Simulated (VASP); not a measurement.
A run of VASP 6.6.1:

Contents of INCAR:

```
SYSTEM = MoRu2
  ALGO = Normal
  EDIFF = 1E-7
  ENCUT = 520
  GGA = PE
  ISIF = 2
  ISMEAR = 0
  LASPH = .True.
  LCHARG = .True.
  LELF = .True.
  LREAL = .False.
  LVHAR = .True.
  LWAVE = .False.
  NBANDS = 28
  NELM = 60
  PREC = Accurate
  SIGMA = 0.1
```

KPOINTS

```
k-points
0
Gamma
  6 6 6
  0 0 0
```

File POSCAR:

```
MoRu2
1.0
    0.0000000000      2.9382648299      2.9382648299
    2.9382648299      0.0000000000      2.9382648299
    2.9382648299      2.9382648299      0.0000000000
Mo Ru
1 2
Direct
    0.0000000000      0.0000000000      0.0000000000
    0.7500000000      0.7500000000      0.7500000000
    0.2500000000      0.2500000000      0.2500000000
```

Potentials or basis: VASP PAW PBE potentials, release 64 (Mo_sv, Ru_pv).

Command:

```bash
$ cat potpaw_PBE.64/Mo_sv/POTCAR potpaw_PBE.64/Ru_pv/POTCAR > POTCAR
$ mpirun -np 1 vasp_std > vasp.out
```

Hardware: 1 thread of AMD EPYC 7571 (shared host).

Q: How long does it take, and how much memory?

A: Run time: 56 s on 1 thread of AMD EPYC 7571 (shared host), peak memory 0.15 GiB. Counts: scf iterations 16, k points 16.
